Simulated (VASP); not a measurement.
Here is a VASP 6.6.1 calculation.

POSCAR

```
WSe2
1.0
    1.6647960000      0.9611700000      6.6343310000
   -1.6647960000      0.9611700000      6.6343310000
    0.0000000000     -1.9223410000      6.6343310000
W Se
1 2
Direct
   -0.0016516147      0.0023831139      0.0021130981
    0.4279037924      0.4157419419      0.4027427862
    0.2336975663      0.2522055396      0.2588440284
```

The input INCAR.step1:

```
SYSTEM = WSe2
PREC     = Accurate       ! precision mode
ENCUT    = 520            ! plane-wave cutoff, eV
ISMEAR   = -1             ! smearing method
SIGMA    = 0.026          ! smearing width, eV
LREAL    = .False.        ! projectors in reciprocal space
LASPH    = .True.         ! aspherical terms in the spheres
NELM     = 80             ! most SCF steps
NBANDS   = 20             ! bands
GGA      = PE             ! functional
ALGO     = Normal         ! electronic algorithm
EDIFF    = 1E-4           ! SCF threshold, eV
LWAVE    = .True.         ! write WAVECAR
LCHARG   = .False.        ! write CHGCAR
```

File INCAR.step2:

```
SYSTEM = WSe2
PREC     = Accurate       ! precision mode
ENCUT    = 520            ! plane-wave cutoff, eV
EDIFF    = 1E-6           ! SCF threshold, eV
ISMEAR   = -1             ! smearing method
SIGMA    = 0.026          ! smearing width, eV
LREAL    = .False.        ! projectors in reciprocal space
LASPH    = .True.         ! aspherical terms in the spheres
NELM     = 80             ! most SCF steps
ALGO     = Normal         ! electronic algorithm
ISIF     = 2              ! what is computed and relaxed
LWAVE    = .False.        ! write WAVECAR
LCHARG   = .True.         ! write CHGCAR
METAGGA  = R2SCAN         ! meta-GGA
LMIXTAU  = .True.       
LELF     = .True.         ! ELF
LVHAR    = .True.       
NBANDS   = 20             ! bands
ISTART   = 1
```

File KPOINTS:

```
Automatic mesh
0
Gamma
  4 4 4
  0 0 0
```

Potentials or basis: VASP PAW PBE potentials, release 64 (W_sv, Se).

The run is started by

```console
$ cat potpaw_PBE.64/W_sv/POTCAR potpaw_PBE.64/Se/POTCAR > POTCAR
$ cp INCAR.step1 INCAR
$ mpirun -np 1 vasp_std > vasp.out
$ cp INCAR.step2 INCAR
$ mpirun -np 1 vasp_std > vasp.out
```

(1) What does it give for the largest force?

(2) What does it give for the band gap on the k mesh?

## Answers

(1) 1.412 eV/Å.

(2) 1.45 eV, indirect (least direct gap 2.34 eV).

Caveat: the k points lie up to 0.55 Å⁻¹ apart; the PAW data sets were made with another functional, which shifts forces and pressure a little; spin-orbit coupling is left out, which moves the levels of the heavy elements.
